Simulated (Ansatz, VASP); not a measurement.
**One calculation of Al9H, two programs**

```xyz
10
Lattice="2.8543 0.0000 0.0000 -1.4272 9.7033 0.0000 0.0000 0.0000 21.7903" Properties=species:S:1:pos:R:3 pbc="T T T"
Al    1.4272    0.6297    4.0000
Al    1.4272    3.3179    4.9960
Al    0.0000    5.7962    5.1952
Al    1.4272    8.2746    5.3944
Al    0.0003    1.2395    6.4001
Al   -0.0073    3.9228    7.5233
Al    1.4243    6.4014    7.6799
Al   -0.0084    8.8410    7.8611
Al    1.4323    1.7608    8.7903
H     1.6107    2.9737    9.4803
```

Alike in both runs: task single point; functional PBE; k mesh 9 × 3 × 1; occupations gaussian, width 0.1 eV; no spin polarisation.

|  | VASP | Ansatz |
| --- | --- | --- |
| version | VASP 6.6.1 | Ansatz 0.2.0 |
| potentials or method | VASP PAW PBE potentials, release 64 (Al, H), cutoff 520 eV | scalar-relativistic, plane waves, PAW |
| valence electrons in the cell | 28 | 28 |

|  | VASP | Ansatz | Ansatz less VASP |
| --- | --- | --- | --- |
| gap on the k mesh at the Fermi level (eV) | none | none | - |
| rms of the force components (eV/Å) | 1.053 | 1.053 | +0.0001 |

Atom by atom the forces differ by 0.001 eV/Å (rms over components). A gap of «none» marks a metal or a gap that the smearing closes.
